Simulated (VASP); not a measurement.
# Sn (I4/mmm) in VASP: further runs

The runs below take Sn through single point, with PBEsol, PBEsol+D3(BJ), PBEsol+D4.

All numbers are computed with VASP 6.6.1; they aren't measurements. Logs are shortened: lines on timing, memory, paths and dates and some standing lists are left out, and cuts for length are marked.

**1. The cell of the first run**

It takes space group I4/mmm (No. 139, tetragonal). The conventional cell has a = 4.058 Å, b = 4.058 Å, c = 3.388 Å, α = 90.00°, β = 90.00°, γ = 90.00°. Within 4.4 Å of Sn (site symmetry 4/mmm) lie 14 Sn at 3.33 to 4.06 Å.

**2. Single point, PBEsol**

The input, INCAR:

```
ALGO = Fast
EDIFF = 1E-6
ENCUT = 520
GGA = PS
ISIF = 2
ISMEAR = -1
LASPH = T
LCHARG = F
LREAL = F
LWAVE = F
NBANDS = 13
NELM = 100
PREC = Accurate
SIGMA = 0.05
```

The input, KPOINTS:

```
k-points
0
Gamma
  9 9 9
```

The input, POSCAR:

```
Sn
1.0
   -2.0291894110      2.0291894110      1.6939751894
    2.0291894110     -2.0291894110      1.6939751894
    2.0291894110      2.0291894110     -1.6939751894
Sn
1
Direct
    0.0000000000      0.0000000000      0.0000000000
```

Potentials or basis: VASP PAW PBE potentials, release 64 (Sn_d).

Run with:

```sh
> cat potpaw_PBE.64/Sn_d/POTCAR > POTCAR
> mpirun -np 1 vasp_std > vasp.out
```

OUTCAR:

```text
EDIFF = 1E-6
   ENCUT = 520
   GGA = PS
   ISIF = 2
   ISMEAR = -1
   LASPH = T
   LREAL = F
   NELM = 100
   PREC = Accurate

 ion  position               nearest neighbor table
   1  0.000  0.000  0.000-

  LATTYP: Found a body centered tetragonal cell.
 ALAT       =     4.0583788220
 C/A-ratio  =     0.8348038780

  Lattice vectors:

 A1 = (  -2.0291894110,   2.0291894110,   1.6939751894)
 A2 = (   2.0291894110,  -2.0291894110,   1.6939751894)
 A3 = (   2.0291894110,   2.0291894110,  -1.6939751894)

Analysis of symmetry for initial positions (statically):
=====================================================================
 Subroutine PRICEL returns:
 Original cell was already a primitive cell.

 Routine SETGRP: Setting up the symmetry group for a
 body centered tetragonal supercell.

 Subroutine GETGRP returns: Found 16 space group operations
 (whereof 16 operations were pure point group operations)
 out of a pool of 16 trial point group operations.

The static configuration has the point symmetry D_4h.

Analysis of symmetry for dynamics (positions and initial velocities):
=====================================================================
 Subroutine PRICEL returns:
 Original cell was already a primitive cell.

 Routine SETGRP: Setting up the symmetry group for a
 body centered tetragonal supercell.

 Subroutine GETGRP returns: Found 16 space group operations
 (whereof 16 operations were pure point group operations)
 out of a pool of 16 trial point group operations.

The dynamic configuration has the point symmetry D_4h.

 Subroutine INISYM returns: Found 16 space group operations
 (whereof 16 operations are pure point group operations),
 and found     1 'primitive' translations

----------------------------------------------------------------------------------------

                                     Primitive cell

  volume of cell :      27.9005

  direct lattice vectors                    reciprocal lattice vectors
    -2.029189411  2.029189411  1.693975189     0.000000000  0.246403809  0.295163709
     2.029189411 -2.029189411  1.693975189     0.246403809  0.000000000  0.295163709
     2.029189411  2.029189411 -1.693975189     0.246403809  0.246403809  0.000000000

  length of vectors
     3.332382222  3.332382222  3.332382222     0.384495061  0.384495061  0.348467608

  position of ions in fractional coordinates (direct lattice)
     0.000000000  0.000000000  0.000000000

  ion indices of the primitive-cell ions
   primitive index   ion index
                 1           1

[... 81 lines left out ...]
   PSTRESS=    0.0 pullay stress
   NELECT =      14.0000    total number of electrons
   NUPDOWN=      -1.0000    fix difference up-down
   EMIN   =  10.00;   EMAX   =-10.00  energy-range for DOS
   EFERMI =   0.00;   METHOD = LEGACY
   ISMEAR =    -1;   SIGMA  =   0.05  broadening in eV -4-tet -1-fermi 0-gaus
   EFERMI_NEDOS =   21; number of points for ismear=-14 and -15
   IALGO  =     68    algorithm
   IMIX   =      4    mixing-type and parameters
     AMIX     =   0.40;   BMIX     =  1.00
     AMIX_MAG =   1.60;   BMIX_MAG =  1.00
  volume/ion in A,a.u.               =      27.90       188.28
  Fermi-wavevector in a.u.,A,eV,Ry     =   1.300909  2.458361 23.025998  1.692363
  Thomas-Fermi vector in A             =   2.432077
   LORBIT       =      0    0 simple, 1 ext, 2 COOP (PROOUT), +10 PAW based schemes
   GGA     = PS    functional components
   LHFCALC =     F    Hartree Fock is set to
   AEXX    =    0.0000 exact exchange contribution
   IVDW    =     0    specifies the selected vdW correction
   LEPSILON=     F    determine dielectric tensor
   LRPA    =     F    only Hartree local field effects (RPA)
 non-spin polarized calculation
 RMM-DIIS sequential band-by-band and
  energy-cutoff  :      520.00
  volume of cell :       27.90
 maximum number of plane-waves:       762
 NGX is ok and might be reduce to    28
   NGX = 13   NGY = 13   NGZ = 13

 number of electron      14.0000004 magnetization

 Free energy of the ion-electron system (eV)
  ---------------------------------------------------
  ext. energy  EPLUGINS =         0.00000000
  ---------------------------------------------------
  free energy    TOTEN  =        -4.23540358 eV

  energy without entropy =       -4.23095256  energy(sigma->0) =       -4.23317807

 E-fermi :   7.5069     XC(G=0): -10.3756

 val. band max:        7.5020171657   @ k =  -0.4444  -0.4444   0.3333
 cond. band min:       7.5307695919   @ k =   0.2222   0.2222   0.2222
 fundamental gap:      0.0287524262
 Fermi energy:         7.5068716677

 k-point     1 :       0.0000    0.0000    0.0000
  band No.  band energies     occupation
      1     -13.8473      2.00000
      2     -13.7785      2.00000
      3     -13.7785      2.00000
      4     -13.7546      2.00000
      5     -13.6683      2.00000
      6      -3.3181      2.00000
      7      14.3728      0.00000
      8      14.3728      0.00000
      9      16.4871      0.00000
     10      17.9788      0.00000
     11      19.0888      0.00000
     12      19.9196      0.00000
     13      19.9196      0.00000
[... 354 lines left out ...]
  band No.  band energies     occupation
      1     -13.8008      2.00000
      2     -13.7925      2.00000
      3     -13.7366      2.00000
      4     -13.7110      2.00000
      5     -13.6338      2.00000
      6       0.6382      2.00000
      7       3.2811      2.00000
      8      11.2538      0.00000
      9      13.8046      0.00000
     10      18.3847      0.00000
     11      18.8754      0.00000
     12      20.3312      0.00000
     13      20.9585      0.00000

 [... further k-points ...]

------------------------ aborting loop because EDIFF is reached ----------------------------------------

  FORCE on cell =-STRESS in cart. coord.  units (eV):
  Direction    XX          YY          ZZ          XY          YZ          ZX
  --------------------------------------------------------------------------------------
  -------------------------------------------------------------------------------------
  Total       -0.5495607     -0.5495607     -0.3582718      0.0000000      0.0000000      0.0000000
  in kB      -31.5583321    -31.5583321    -20.5736322      0.0000000      0.0000000      0.0000000
  external PRESSURE =     -27.8967655 kB  Pullay stress =       0.0000000 kB

 VOLUME and BASIS-vectors are now :
 -----------------------------------------------------------------------------
  energy-cutoff  :      520.00
  volume of cell :       27.90
      direct lattice vectors                 reciprocal lattice vectors
    -2.029189411  2.029189411  1.693975189     0.000000000  0.246403809  0.295163709
     2.029189411 -2.029189411  1.693975189     0.246403809  0.000000000  0.295163709
     2.029189411  2.029189411 -1.693975189     0.246403809  0.246403809  0.000000000

 POSITION                                       TOTAL-FORCE (eV/Angst)
 -----------------------------------------------------------------------------------
      0.00000      0.00000      0.00000        -0.000000      0.000000      0.000000
 -----------------------------------------------------------------------------------
    total drift:                               -0.000000     -0.000000     -0.000000

  FREE ENERGIE OF THE ION-ELECTRON SYSTEM (eV)
  ---------------------------------------------------
  free  energy   TOTEN  =        -4.2354035835 eV

  energy  without entropy=       -4.2309525602  energy(sigma->0) =       -4.23317807
```

stdout:

```text
POSCAR found type information on POSCAR Sn
 POSCAR found :  1 types and       1 ions
 scaLAPACK will be used
 -----------------------------------------------------------------------------
|                                                                             |
|                                                                             |
|     You enforced a specific xc type in the INCAR file but a different       |
|     I HOPE YOU KNOW WHAT YOU ARE DOING!                                     |
|                                                                             |
 -----------------------------------------------------------------------------

 LDA part: xc-table for (Slater+PW92), standard interpolation
 POSCAR, INCAR and KPOINTS ok, starting setup
 FFT: planning ... GRIDC
 FFT: planning ... GRID_SOFT
 FFT: planning ... GRID
 WAVECAR not read
 entering main loop
WARNING in EDDRMM: call to ZHEGV failed, returncode =   8  4     10
WARNING in EDDRMM: call to ZHEGV failed, returncode =   8  4     12
WARNING in EDDRMM: call to ZHEGV failed, returncode =   8  4     12
```

It took 45 s on 1 thread of Intel Xeon 8259CL, shared host; peak memory 0.16 GiB.

Results:

| Item | Value |
| --- | --- |
| Free energy | -4.2354 eV |
| Pressure | -2.8 GPa |
| Band gap on the k mesh | zero (bands 7 and 8 overlap by 8.77 eV) |

Caveat: the PAW data sets were made with another functional, which shifts forces and pressure a little; spin-orbit coupling is left out, which moves the levels of the heavy elements.

(Part 1 of 3 ends here.)
